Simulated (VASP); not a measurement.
# Ag (Fmmm) in VASP: notebook

Runs on Ag. Level: PBE. Tasks: single point.

Everything below comes from runs of VASP 6.6.1. Logs are shortened: lines on timing, memory, paths and dates and some standing lists are left out, and cuts for length are marked.

## 1. The cell of the first run

It takes space group Fmmm (No. 69, orthorhombic). The conventional cell has a = 4.064 Å, b = 4.147 Å, c = 4.230 Å, α = 90.00°, β = 90.00°, γ = 90.00°. Ag (site symmetry mmm) has 12 Ag at 2.90 to 2.96 Å within 3.8 Å.

## 2. Single point, PBE (strain -0.0200 x Voigt [1, -1, 0, 0, 0, 0])

File INCAR:

```
SYSTEM = Ag
PREC = Accurate
ENCUT = 520
EDIFF = 1E-6
ISMEAR = 0
SIGMA = 0.15
LREAL = .False.
LASPH = .True.
NELM = 100
ALGO = Fast
ISIF = 2
LWAVE = .False.
LCHARG = .False.
GGA = PE
NBANDS = 12
```

File KPOINTS:

```
Automatic mesh
0
Gamma
  24 24 24
  0 0 0
```

File POSCAR:

```
Ag
1.0
    0.0000000000      2.1150676130      2.0735956990
    2.0321237850      0.0000000000      2.0735956990
    2.0321237850      2.1150676130      0.0000000000
Ag
1
Direct
    0.0000000000      0.0000000000      0.0000000000
```

Potentials or basis: VASP PAW PBE potentials, release 64 (Ag).

On the command line:

```sh
cat potpaw_PBE.64/Ag/POTCAR > POTCAR
mpirun -np 1 vasp_std > vasp.out
```

OUTCAR:

```text
SYSTEM = Ag
   PREC = Accurate
   ENCUT = 520
   EDIFF = 1E-6
   ISMEAR = 0
   LREAL = .False.
   LASPH = .True.
   NELM = 100
   ISIF = 2
   GGA = PE

 ion  position               nearest neighbor table
   1  0.000  0.000  0.000-

  LATTYP: Found a face centered orthorhombic cell.
 ALAT       =     4.0642475700
 B/A-ratio  =     1.0204081633
 C/A-ratio  =     1.0408163266

  Lattice vectors:

 A1 = (   0.0000000000,   2.1150676130,  -2.0735956990)
 A2 = (   2.0321237850,   2.1150676130,   0.0000000000)
 A3 = (   2.0321237850,   0.0000000000,  -2.0735956990)

Analysis of symmetry for initial positions (statically):
=====================================================================
 Subroutine PRICEL returns:
 Original cell was already a primitive cell.

 Routine SETGRP: Setting up the symmetry group for a
 face centered orthorhombic supercell.

 Subroutine GETGRP returns: Found  8 space group operations
 (whereof  8 operations were pure point group operations)
 out of a pool of  8 trial point group operations.

The static configuration has the point symmetry D_2h.

Analysis of symmetry for dynamics (positions and initial velocities):
=====================================================================
 Subroutine PRICEL returns:
 Original cell was already a primitive cell.

 Routine SETGRP: Setting up the symmetry group for a
 face centered orthorhombic supercell.

 Subroutine GETGRP returns: Found  8 space group operations
 (whereof  8 operations were pure point group operations)
 out of a pool of  8 trial point group operations.

The dynamic configuration has the point symmetry D_2h.

 Subroutine INISYM returns: Found  8 space group operations
 (whereof  8 operations are pure point group operations),
 and found     1 'primitive' translations

----------------------------------------------------------------------------------------

                                     Primitive cell

  volume of cell :      17.8250

  direct lattice vectors                    reciprocal lattice vectors
     0.000000000  2.115067613  2.073595699    -0.246048003  0.236399062  0.241127043
     2.032123785  0.000000000  2.073595699     0.246048003 -0.236399062  0.241127043
     2.032123785  2.115067613  0.000000000     0.246048003  0.236399062 -0.241127043

  length of vectors
     2.961977402  2.903330191  2.933093603     0.417811426  0.417811426  0.417811426

  position of ions in fractional coordinates (direct lattice)
     0.000000000  0.000000000  0.000000000

  ion indices of the primitive-cell ions
   primitive index   ion index
                 1           1

----------------------------------------------------------------------------------------

 KPOINTS: Automatic mesh

Automatic generation of k-mesh.
 Grid dimensions read from file:
 generate k-points for:   24   24   24

 Generating k-lattice:

  Cartesian coordinates                     Fractional coordinates (reciprocal lattice)
    -0.010252000  0.009849961  0.010046960     0.041666667 -0.000000000  0.000000000
     0.010252000 -0.009849961  0.010046960    -0.000000000  0.041666667  0.000000000
     0.010252000  0.009849961 -0.010046960     0.000000000  0.000000000  0.041666667

  Length of vectors
     0.017408809  0.017408809  0.017408809

  Shift w.r.t. Gamma in fractional coordinates (k-lattice)
     0.000000000  0.000000000  0.000000000

 Subroutine IBZKPT returns following result:
 ===========================================

 Found   1963 irreducible k-points:

 Following reciprocal coordinates:
            Coordinates               Weight
  0.000000  0.000000  0.000000      1.000000
  0.041667  0.000000  0.000000      8.000000
  0.083333  0.000000  0.000000      8.000000
  0.125000  0.000000  0.000000      8.000000
  0.166667  0.000000  0.000000      8.000000
  0.208333  0.000000  0.000000      8.000000
[... 16 lines left out ...]
  0.416667  0.041667  0.000000      8.000000
  0.458333  0.041667  0.000000      8.000000
 [... further k-points ...]
   k-points           NKPTS =   1963   k-points in BZ     NKDIM =   1963   number of bands    NBANDS=     12
   number of dos      NEDOS =    301   number of ions     NIONS =      1
   total plane-waves  NPLWV =  13824
   dimension x,y,z NGX =    24 NGY =   24 NGZ =   24
   dimension x,y,z NGXF=    48 NGYF=   48 NGZF=   48
   ions per type =               1
   NGX,Y,Z   is equivalent  to a cutoff of  13.47, 13.74, 13.60 a.u.
   NGXF,Y,Z  is equivalent  to a cutoff of  26.94, 27.49, 27.21 a.u.
 SYSTEM =  Ag
   PREC   = accura    normal or accurate (medium, high low for compatibility)
   ISTART =      0    job   : 0-new  1-cont  2-samecut
   ICHARG =      2    charge: 1-file 2-atom 10-const
   ISPIN  =      1    spin polarized calculation?
   LNONCOLLINEAR =      F non collinear calculations
   LSORBIT =      F    spin-orbit coupling
   LASPH  =      T    aspherical Exc in radial PAW
   ENCUT  =  520.0 eV  38.22 Ry    6.18 a.u.   5.51  5.40  5.45*2*pi/ulx,y,z
   NELM   =    100;   NELMIN=  2; NELMDL= -5     # of ELM steps
   EDIFF  = 0.1E-05   stopping-criterion for ELM
   LREAL  =      F    real-space projection
   EDIFFG = 0.1E-04   stopping-criterion for IOM
   NSW    =      0    number of steps for IOM
   IBRION =     -1    ionic relax: 0-MD 1-quasi-New 2-CG
   NFREE  =      0    steps in history (QN), initial steepest desc. (CG)
   ISIF   =      2    stress and relaxation
   ISYM   =      2    0-nonsym 1-usesym 2-fastsym
   POTIM  = 0.5000    time-step for ionic-motion
   TEBEG  =    0.0;   TEEND  =   0.0 temperature during run
   PSTRESS=    0.0 pullay stress
   NELECT =      11.0000    total number of electrons
   NUPDOWN=      -1.0000    fix difference up-down
   EMIN   =  10.00;   EMAX   =-10.00  energy-range for DOS
   EFERMI =   0.00;   METHOD = LEGACY
   ISMEAR =     0;   SIGMA  =   0.15  broadening in eV -4-tet -1-fermi 0-gaus
   EFERMI_NEDOS =   21; number of points for ismear=-14 and -15
   IALGO  =     68    algorithm
   IMIX   =      4    mixing-type and parameters
     AMIX     =   0.40;   BMIX     =  1.00
     AMIX_MAG =   1.60;   BMIX_MAG =  1.00
  volume/ion in A,a.u.               =      17.82       120.29
  Fermi-wavevector in a.u.,A,eV,Ry     =   1.393786  2.633874 26.431230  1.942641
  Thomas-Fermi vector in A             =   2.517399
   LORBIT       =      0    0 simple, 1 ext, 2 COOP (PROOUT), +10 PAW based schemes
   GGA     = PE    functional components
   LHFCALC =     F    Hartree Fock is set to
   AEXX    =    0.0000 exact exchange contribution
   IVDW    =     0    specifies the selected vdW correction
   LEPSILON=     F    determine dielectric tensor
   LRPA    =     F    only Hartree local field effects (RPA)
 non-spin polarized calculation
 RMM-DIIS sequential band-by-band and
 Gauss-broadening in eV      SIGMA  =   0.15
  energy-cutoff  :      520.00
  volume of cell :       17.82
 maximum number of plane-waves:       508
 NGX is ok and might be reduce to    24
   NGX = 11   NGY = 11   NGZ = 11

 number of electron      10.9999999 magnetization

 Free energy of the ion-electron system (eV)
  ---------------------------------------------------
  ext. energy  EPLUGINS =         0.00000000
  ---------------------------------------------------
  free energy    TOTEN  =        -2.71893134 eV

  energy without entropy =       -2.71645193  energy(sigma->0) =       -2.71769163

 E-fermi :   7.8748     XC(G=0): -11.9465

 val. band max:        7.8747073308   @ k =   0.5000   0.1667   0.0417
 cond. band min:       7.8769765580   @ k =   0.4583   0.0417   0.4167
 fundamental gap:      0.0022692271
 Fermi energy:         7.8747526423

 k-point     1 :       0.0000    0.0000    0.0000
  band No.  band energies     occupation
      1       0.3811      2.00000
      2       3.0610      2.00000
      3       3.1821      2.00000
      4       3.2935      2.00000
      5       4.0234      2.00000
      6       4.2319      2.00000
      7      23.7669      0.00000
      8      26.8416      0.00000
      9      27.0621      0.00000
     10      27.2999      0.00000
     11      31.7637      0.00000
     12      32.4250      0.00000

 k-point     2 :       0.0417    0.0000    0.0000
  band No.  band energies     occupation
      1       0.4338      2.00000
      2       3.0673      2.00000
      3       3.1875      2.00000
      4       3.2985      2.00000
      5       4.0195      2.00000
      6       4.2249      2.00000
      7      23.7737      0.00000
      8      26.5115      0.00000
      9      26.9757      0.00000
     10      27.2345      0.00000
     11      31.8581      0.00000
     12      32.4503      0.00000

 k-point     3 :       0.0833    0.0000    0.0000
  band No.  band energies     occupation
      1       0.5890      2.00000
      2       3.0752      2.00000
      3       3.2044      2.00000
      4       3.3218      2.00000
      5       4.0112      2.00000
      6       4.2066      2.00000
      7      23.7065      0.00000
      8      25.4972      0.00000
      9      26.9932      0.00000
     10      27.2509      0.00000
     11      31.3181      0.00000
     12      32.4248      0.00000

 k-point     4 :       0.1250    0.0000    0.0000
  band No.  band energies     occupation
      1       0.8359      2.00000
      2       3.0692      2.00000
      3       3.2387      2.00000
      4       3.3673      2.00000
      5       4.0099      2.00000
      6       4.1859      2.00000
      7      23.1064      0.00000
      8      24.7490      0.00000
      9      27.0331      0.00000
     10      27.2854      0.00000
     11      30.6494      0.00000
     12      31.9402      0.00000

 k-point     5 :       0.1667    0.0000    0.0000
  band No.  band energies     occupation
      1       1.1489      2.00000
      2       3.0745      2.00000
      3       3.2767      2.00000
      4       3.4191      2.00000
      5       4.0343      2.00000
      6       4.1783      2.00000
      7      21.7835      0.00000
      8      24.5738      0.00000
      9      27.0418      0.00000
     10      27.2958      0.00000
     11      30.1511      0.00000
     12      31.3361      0.00000
[... 228 lines left out ...]
      1       1.8534      2.00000
      2       3.2088      2.00000
      3       3.3969      2.00000
      4       4.0593      2.00000
      5       4.5531      2.00000
      6       4.7436      2.00000
      7      16.0609      0.00000
      8      23.6497      0.00000
      9      25.4587      0.00000
     10      26.8954      0.00000
     11      29.6568      0.00000
     12      30.5877      0.00000

 k-point    22 :       0.3750    0.0417    0.0000
  band No.  band energies     occupation
      1       1.8251      2.00000
      2       3.1578      2.00000
      3       3.3474      2.00000
      4       4.3641      2.00000
      5       4.6806      2.00000
      6       5.3972      2.00000
      7      14.5672      0.00000
      8      23.3493      0.00000
      9      25.1987      0.00000
     10      26.2889      0.00000
     11      29.8127      0.00000
     12      30.6131      0.00000

 k-point    23 :       0.4167    0.0417    0.0000
  band No.  band energies     occupation
      1       1.7837      2.00000
      2       3.1132      2.00000
      3       3.3035      2.00000
      4       4.5556      2.00000
      5       4.7864      2.00000
      6       6.2275      2.00000
      7      13.1814      0.00000
      8      23.1032      0.00000
      9      24.9616      0.00000
     10      25.8131      0.00000
     11      29.8793      0.00000
     12      30.6114      0.00000

 k-point    24 :       0.4583    0.0417    0.0000
  band No.  band energies     occupation
      1       1.7496      2.00000
      2       3.0814      2.00000
      3       3.2723      2.00000
      4       4.6803      2.00000
      5       4.8565      2.00000
      6       7.0709      2.00000
      7      11.9946      0.00000
      8      22.9350      0.00000
      9      24.7595      0.00000
     10      25.5244      0.00000
     11      29.8972      0.00000
     12      30.6097      0.00000

 [... further k-points ...]
[... 5 lines left out ...]
  --------------------------------------------------------------------------------------
  -------------------------------------------------------------------------------------
  Total        0.0759769     -0.0817200      0.0152260      0.0000000      0.0000000     -0.0000000
  in kB        6.8291005     -7.3453163      1.3685703      0.0000000      0.0000000     -0.0000000
  external PRESSURE =       0.2841182 kB  Pullay stress =       0.0000000 kB

 VOLUME and BASIS-vectors are now :
 -----------------------------------------------------------------------------
  energy-cutoff  :      520.00
  volume of cell :       17.82
      direct lattice vectors                 reciprocal lattice vectors
     0.000000000  2.115067613  2.073595699    -0.246048003  0.236399062  0.241127043
     2.032123785  0.000000000  2.073595699     0.246048003 -0.236399062  0.241127043
     2.032123785  2.115067613  0.000000000     0.246048003  0.236399062 -0.241127043

 POSITION                                       TOTAL-FORCE (eV/Angst)
 -----------------------------------------------------------------------------------
      0.00000      0.00000      0.00000         0.000000      0.000000     -0.000000
 -----------------------------------------------------------------------------------
    total drift:                               -0.000000      0.000000     -0.000000

  FREE ENERGIE OF THE ION-ELECTRON SYSTEM (eV)
  ---------------------------------------------------
  free  energy   TOTEN  =        -2.7189313419 eV

  energy  without entropy=       -2.7164519255  energy(sigma->0) =       -2.71769163
```

Run time: 17 min. Hardware: 1 thread of AMD EPYC 7R13, shared host; peak memory 0.47 GiB.

What came out:

```yaml
Free_energy: -2.7189 eV
Pressure: 0.0 GPa
```

Caveat: the cell differs from its parent crystal (strain -0.0200 x Voigt [1, -1, 0, 0, 0, 0]).

[end of part 1 of 2]
